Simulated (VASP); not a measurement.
# Ta (Fd-3m) in VASP: a series of runs, part 2 of 2

VASP 6.6.1.

### Step 3. Relaxation of cell and atoms, PBEsol

This run uses another cell than the first one, of 21.12 Å³/atom, 0.785 times its volume.

Contents of INCAR:

```
ALGO = Fast ; EDIFF = 1E-6
EDIFFG = -0.04 ; ENCUT = 600
GGA = PS ; IBRION = 2
ISIF = 3 ; ISMEAR = 0
LASPH = True ; LCHARG = False
LREAL = False ; LWAVE = False
NELM = 100 ; NSW = 90
PREC = Accurate ; SIGMA = 0.1
```

Contents of KPOINTS:

```
k-points
0
Gamma
  6 6 6
```

Contents of POSCAR:

```
Ta
1.0
    0.0000000000      2.7642669085      2.7642669085
    2.7642669085      0.0000000000      2.7642669085
    2.7642669085      2.7642669085      0.0000000000
Ta
2
Direct
    0.5000000000      0.5000000000      0.5000000000
    0.7500000000      0.7500000000      0.7500000000
```

Potentials or basis: VASP PAW PBE potentials, release 64 (Ta_pv).

Launch:

```sh
$ cat potpaw_PBE.64/Ta_pv/POTCAR > POTCAR
$ mpirun -np 1 vasp_std > vasp.out
```

OUTCAR:

```text
EDIFF = 1E-6
   EDIFFG = -0.04
   ENCUT = 600
   GGA = PS
   IBRION = 2
   ISIF = 3
   ISMEAR = 0
   LASPH = True
   LREAL = False
   NELM = 100
   NSW = 90
   PREC = Accurate

 ion  position               nearest neighbor table
   1  0.500  0.500  0.500-   2 2.39   2 2.39   2 2.39   2 2.39
   2  0.750  0.750  0.750-   1 2.39   1 2.39   1 2.39   1 2.39

  LATTYP: Found a face centered cubic cell.
 ALAT       =     5.5285338170

  Lattice vectors:

 A1 = (   0.0000000000,   2.7642669085,   2.7642669085)
 A2 = (   2.7642669085,   0.0000000000,   2.7642669085)
 A3 = (   2.7642669085,   2.7642669085,   0.0000000000)

Analysis of symmetry for initial positions (statically):
=====================================================================
 Subroutine PRICEL returns:
 Original cell was already a primitive cell.

 Routine SETGRP: Setting up the symmetry group for a
 face centered cubic supercell.

 Subroutine GETGRP returns: Found 48 space group operations
 (whereof 24 operations were pure point group operations)
 out of a pool of 48 trial point group operations.

The static configuration has the point symmetry T_d .
 The point group associated with its full space group is O_h .

Analysis of symmetry for dynamics (positions and initial velocities):
=====================================================================
 Subroutine PRICEL returns:
 Original cell was already a primitive cell.

 Routine SETGRP: Setting up the symmetry group for a
 face centered cubic supercell.

 Subroutine GETGRP returns: Found 48 space group operations
 (whereof 24 operations were pure point group operations)
 out of a pool of 48 trial point group operations.

The dynamic configuration has the point symmetry T_d .
 The point group associated with its full space group is O_h .

 Subroutine INISYM returns: Found 48 space group operations
 (whereof 24 operations are pure point group operations),
 and found     1 'primitive' translations

[... 76 lines left out ...]
   PREC   = accura    normal or accurate (medium, high low for compatibility)
   ISTART =      0    job   : 0-new  1-cont  2-samecut
   ICHARG =      2    charge: 1-file 2-atom 10-const
   ISPIN  =      1    spin polarized calculation?
   LNONCOLLINEAR =      F non collinear calculations
   LSORBIT =      F    spin-orbit coupling
   LASPH  =      T    aspherical Exc in radial PAW
   ENCUT  =  600.0 eV  44.10 Ry    6.64 a.u.   7.81  7.81  7.81*2*pi/ulx,y,z
   NELM   =    100;   NELMIN=  2; NELMDL= -5     # of ELM steps
   EDIFF  = 0.1E-05   stopping-criterion for ELM
   LREAL  =      F    real-space projection
   EDIFFG = -.4E-01   stopping-criterion for IOM
   NSW    =     90    number of steps for IOM
   IBRION =      2    ionic relax: 0-MD 1-quasi-New 2-CG
   NFREE  =      1    steps in history (QN), initial steepest desc. (CG)
   ISIF   =      3    stress and relaxation
   ISYM   =      2    0-nonsym 1-usesym 2-fastsym
   POTIM  = 0.5000    time-step for ionic-motion
   TEBEG  =    0.0;   TEEND  =   0.0 temperature during run
   PSTRESS=    0.0 pullay stress
   NELECT =      22.0000    total number of electrons
   NUPDOWN=      -1.0000    fix difference up-down
   EMIN   =  10.00;   EMAX   =-10.00  energy-range for DOS
   EFERMI =   0.00;   METHOD = LEGACY
   ISMEAR =     0;   SIGMA  =   0.10  broadening in eV -4-tet -1-fermi 0-gaus
   EFERMI_NEDOS =   21; number of points for ismear=-14 and -15
   IALGO  =     68    algorithm
   IMIX   =      4    mixing-type and parameters
     AMIX     =   0.40;   BMIX     =  1.00
     AMIX_MAG =   1.60;   BMIX_MAG =  1.00
  volume/ion in A,a.u.               =      21.12       142.54
  Fermi-wavevector in a.u.,A,eV,Ry     =   1.317121  2.488998 23.603500  1.734808
  Thomas-Fermi vector in A             =   2.447185
   LORBIT       =      0    0 simple, 1 ext, 2 COOP (PROOUT), +10 PAW based schemes
   GGA     = PS    functional components
   LHFCALC =     F    Hartree Fock is set to
   AEXX    =    0.0000 exact exchange contribution
   IVDW    =     0    specifies the selected vdW correction
   LEPSILON=     F    determine dielectric tensor
   LRPA    =     F    only Hartree local field effects (RPA)
 conjugate gradient relaxation of ions
 non-spin polarized calculation
 RMM-DIIS sequential band-by-band and
 Gauss-broadening in eV      SIGMA  =   0.10
  energy-cutoff  :      600.00
  volume of cell :       42.24
 maximum number of plane-waves:      1420
   NGX = 15   NGY = 15   NGZ = 15

--------------------------------------- Ionic step        1  -------------------------------------------

 number of electron      22.0000000 magnetization

 Free energy of the ion-electron system (eV)
  ---------------------------------------------------
  ext. energy  EPLUGINS =         0.00000000
  ---------------------------------------------------
  free energy    TOTEN  =       -18.14385555 eV

  energy without entropy =      -18.12942020  energy(sigma->0) =      -18.13663788

 E-fermi :   3.9222     XC(G=0): -11.5095

 val. band max:        3.8927442499   @ k =   0.1667   0.0000   0.0000
 cond. band min:       3.9469031606   @ k =   0.5000   0.1667   0.0000
 fundamental gap:      0.0541589107
 Fermi energy:         3.9222371269
[... 688 lines left out ...]
--------------------------------------- Ionic step        4  -------------------------------------------

 number of electron      21.9999997 magnetization

 Free energy of the ion-electron system (eV)
  ---------------------------------------------------
  ext. energy  EPLUGINS =         0.00000000
  ---------------------------------------------------
  free energy    TOTEN  =       -19.04342045 eV

  energy without entropy =      -19.02375285  energy(sigma->0) =      -19.03358665

 E-fermi :   2.0742     XC(G=0): -10.3541

 val. band max:        2.0540041401   @ k =   0.5000   0.0000   0.0000
 cond. band min:       2.1253864236   @ k =   0.3333   0.0000   0.0000
 fundamental gap:      0.0713822836
 Fermi energy:         2.0741705016
[... 315 lines left out ...]
  FREE ENERGIE OF THE ION-ELECTRON SYSTEM (eV)
  ---------------------------------------------------
  free  energy   TOTEN  =       -19.0434204478 eV

  energy  without entropy=      -19.0237528506  energy(sigma->0) =      -19.03358665

 reached required accuracy - stopping structural energy minimisation
```

OSZICAR:

```text
N       E                     dE             d eps       ncg     rms          rms(c)
DAV:   1     0.192940540632E+03    0.19294E+03   -0.14053E+04   480   0.163E+03
DAV:   2    -0.135347377111E+02   -0.20648E+03   -0.20398E+03   599   0.428E+02
DAV:   3    -0.183066559405E+02   -0.47719E+01   -0.46050E+01   571   0.596E+01
[... 53 lines left out ...]
RMM:   3    -0.190433696462E+02    0.63839E-03   -0.48361E-03   489   0.530E-01    0.788E-02
RMM:   4    -0.190434067272E+02   -0.37081E-04   -0.49436E-04   483   0.172E-01    0.250E-02
RMM:   5    -0.190434164097E+02   -0.96826E-05   -0.26829E-04   523   0.113E-01    0.197E-02
RMM:   6    -0.190434203714E+02   -0.39617E-05   -0.39473E-05   540   0.479E-02    0.181E-02
RMM:   7    -0.190434204478E+02   -0.76423E-07   -0.41008E-06   346   0.172E-02
   4 F= -.19043420E+02 E0= -.19033587E+02  d E =-.899565E+00
```

Run time: 97 s. Hardware: 1 thread of Intel Xeon Platinum 8259CL at 2.50GHz (Skylake/Cascade Lake), shared host; peak memory 0.18 GiB.

What came out:

* Free energy: -19.0434 eV
* Relaxed volume: 27.11 Å³/atom
* Relaxed cell: a = 4.248 Å, b = 4.248 Å, c = 4.248 Å, α = 60.00°, β = 60.00°, γ = 60.00°
* Space group after relaxing (to 0.05 Å): Fd-3m (No. 227)
* Energy gained by relaxing: 449.8 meV/atom
* Ionic steps: 4
* Pressure after relaxing: 0.0 GPa
* Band gap on the k mesh: zero (band 11 reaches 2.38 eV, above the bottom of band 12 at 1.72 eV)

Step by step:
| step | energy change (eV) | largest force (eV/Å) | pressure (GPa) | volume (Å³) |
| --- | --- | --- | --- | --- |
| 1 | 0.0000 | 0.0000 | 29.55 | 42.24 |
| 2 | -0.0609 | 0.0000 | -12.97 | 70.81 |
| 3 | -0.8987 | 0.0000 | -0.64 | 54.57 |
| 4 | -0.8996 | 0.0000 | -0.02 | 54.21 |

Final structure:
```cif
data_structure
_symmetry_space_group_name_H-M 'P 1'
_symmetry_Int_Tables_number 1
_cell_length_a 4.2482
_cell_length_b 4.2482
_cell_length_c 4.2482
_cell_angle_alpha 60.000
_cell_angle_beta 60.000
_cell_angle_gamma 60.000
_cell_volume 54.21
loop_
_atom_site_label
_atom_site_type_symbol
_atom_site_fract_x
_atom_site_fract_y
_atom_site_fract_z
_atom_site_occupancy
Ta1 Ta 0.50000 0.50000 0.50000 1
Ta2 Ta 0.75000 0.75000 0.75000 1
```

Levels at points of the mesh, in eV from the Fermi level:
| k point | band 7 | band 8 | band 9 | band 10 | band 11 | band 12 | band 13 | band 14 | band 15 |
| --- | --- | --- | --- | --- | --- | --- | --- | --- | --- |
| (0.00, 0.00, 0.00) | -5.69 | -1.05 | -1.05 | -0.26 | -0.26 | -0.26 | 2.13 | 2.13 | 2.13 |
| (0.50, 0.00, 0.00) | -3.15 | -1.26 | -0.91 | -0.91 | -0.35 | -0.35 | -0.02 | 3.35 | 3.35 |
| (0.50, 0.50, 0.00) | -2.06 | -2.06 | -0.94 | -0.94 | -0.24 | -0.24 | 1.87 | 1.87 | 4.50 |

Caveat: the volume moved by over 15 % at a fixed basis, so the end points are rough; the PAW data sets were made with another functional, which shifts forces and pressure a little; spin-orbit coupling is left out, which moves the levels of the heavy elements.

### Step 4. Single point, PBEsol

This run uses another cell than the first one, of 27.04 Å³/atom, 1.004 times its volume.

Contents of INCAR:

```
SYSTEM = Ta
ALGO = Fast
EDIFF = 1E-7
ENCUT = 520
GGA = PS
ISIF = 2
ISMEAR = 0
LASPH = .True.
LCHARG = .True.
LELF = .True.
LREAL = .False.
LVHAR = .True.
LWAVE = .False.
NBANDS = 18
NELM = 100
PREC = Accurate
SIGMA = 0.1
```

Contents of KPOINTS:

```
k-points
0
Gamma
  16 16 16
  0 0 0
```

Contents of POSCAR:

```
Ta
1.0
    0.0000000000      3.0013419522      3.0013419522
    3.0013419522      0.0000000000      3.0013419522
    3.0013419522      3.0013419522      0.0000000000
Ta
2
Direct
    0.0000000000      0.0000000000      0.0000000000
    0.2500000000      0.2500000000      0.2500000000
```

Launch:

```sh
$ cat potpaw_PBE.64/Ta_pv/POTCAR > POTCAR
$ mpirun -np 1 vasp_std > vasp.out
```

It took 2.8 min on 1 thread of Intel Xeon Platinum 8259CL at 2.50GHz (Skylake/Cascade Lake), shared host; peak memory 0.25 GiB.

The run converged. Its results:

- Free energy: -19.0500 eV
- Pressure: 0.1 GPa
- Band gap on the k mesh: zero (band 11 reaches 2.78 eV, above the bottom of band 12 at 1.74 eV)

Levels at points of the mesh, in eV from the Fermi level:
```csv
k point,band 8,band 9,band 10,band 11,band 12,band 13,band 14,band 15
"(0.00, 0.00, 0.00)",-1.07,-1.07,-0.27,-0.27,-0.27,2.12,2.12,2.12
"(0.50, 0.00, 0.00)",-1.29,-0.93,-0.93,-0.37,-0.37,-0.03,3.34,3.34
"(0.50, 0.50, 0.00)",-2.09,-0.95,-0.95,-0.26,-0.26,1.86,1.86,4.49
```

Caveat: the PAW data sets were made with another functional, which shifts forces and pressure a little; spin-orbit coupling is left out, which moves the levels of the heavy elements.

### Step 5. The runs side by side

| task | cell | k mesh | cutoff (eV) | gap on the mesh (eV) | pressure (GPa) |
| --- | --- | --- | --- | --- | --- |
| single point | a = 4.238 Å, angles 60.0°, 2 atoms | 6 × 6 × 6 | 520 | none | 0.4 |
| relaxation of cell and atoms | relaxed from a = 3.909 Å, angles 60.0°, 2 atoms | 6 × 6 × 6 | 600 | none | 0.0 |
| single point | a = 4.245 Å, angles 60.0°, 2 atoms | 16 × 16 × 16 | 520 | none | 0.1 |

Alike in all rows: level PBEsol; potentials or basis VASP PAW PBE potentials, release 64 (Ta_pv); no spin polarisation; smearing gaussian 0.1 eV.

Caveats: the PAW data sets were made with another functional, which shifts forces and pressure a little; spin-orbit coupling is left out, which moves the levels of the heavy elements; the volume moved by over 15 % at a fixed basis, so the end points are rough (some runs).

Total energies depend on the potentials used, so only differences within one code and one set of settings carry meaning.
